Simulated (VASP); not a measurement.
Al: single point with PBE

Crystal: Al.

```
Al
1.0
     0.00000    2.02073    2.02073
     2.02073    0.00000    2.02073
     2.02073    2.02073    0.00000
Al
1
Cartesian
  0.0000 0.0000 0.0000
```

```yaml
Program: VASP 6.6.1
Task: single point
Functional: PBE
Potentials_or_basis: VASP PAW PBE potentials, release 64 (Al)
Cutoff: 520 eV
k_mesh: 18 × 18 × 18
Occupations: gaussian, width 0.1 eV
Spin: no spin polarisation
```

| Property | Result |
| --- | --- |
| Pressure | 0.0 GPa |

Levels at points of the mesh, in eV from the Fermi level:
```csv
k point,band 1,band 2,band 3,band 4,band 5,band 6
"(0.00, 0.00, 0.00)",-11.12,12.63,12.63,12.63,14.12,14.12
"(0.50, 0.00, 0.00)",-4.58,-4.37,11.42,11.42,11.47,11.47
"(0.50, 0.50, 0.00)",-2.91,-1.59,5.27,5.60,5.60,9.08
```

Run time: 12 s on 1 thread of AMD EPYC 9R45 96-Core Processor (Zen 5), with other jobs on the host, peak memory 0.11 GiB.
